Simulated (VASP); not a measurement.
A run of VASP 6.6.1 is set up as follows.

INCAR

```
PREC = Accurate ; ENCUT = 520
EDIFF = 1E-6 ; ISMEAR = 0
SIGMA = 0.05 ; LREAL = F
LASPH = T ; NELM = 100
ALGO = Normal ; ISIF = 2
LWAVE = F ; LCHARG = T
GGA = PS ; LELF = T
LVHAR = T ; NBANDS = 11
```

KPOINTS

```
Automatic mesh
0
Gamma
  12 12 12
```

File POSCAR:

```
SiC
1.0
    0.0000000000      2.2373605634      2.2373605634
    2.2373605634      0.0000000000      2.2373605634
    2.1225093879      2.1225093879      0.1148511756
Si C
1 1
Direct
    0.0000000000      0.0000000000      0.0000000000
    0.7500000000      0.7500000000      0.7500000000
```

Potentials or basis: VASP PAW PBE potentials, release 64 (Si, C).

Command:

```bash
$ cat potpaw_PBE.64/Si/POTCAR potpaw_PBE.64/C/POTCAR > POTCAR
$ mpirun -np 1 vasp_std > vasp.out
```

What does it give for the band gap on the k mesh?

0.90 eV, indirect (least direct gap 3.86 eV).

What does it give for the pressure?

2.4 GPa.

Estimate the largest force.

1.158 eV/Å.

Stress tensor (GPa, compression positive):
```
  2.44  15.62 -15.62
 15.62   2.44 -15.62
-15.62 -15.62   2.44
```

Caveat: the PAW data sets were made with another functional, which shifts forces and pressure a little. A k mesh can miss the band edges.
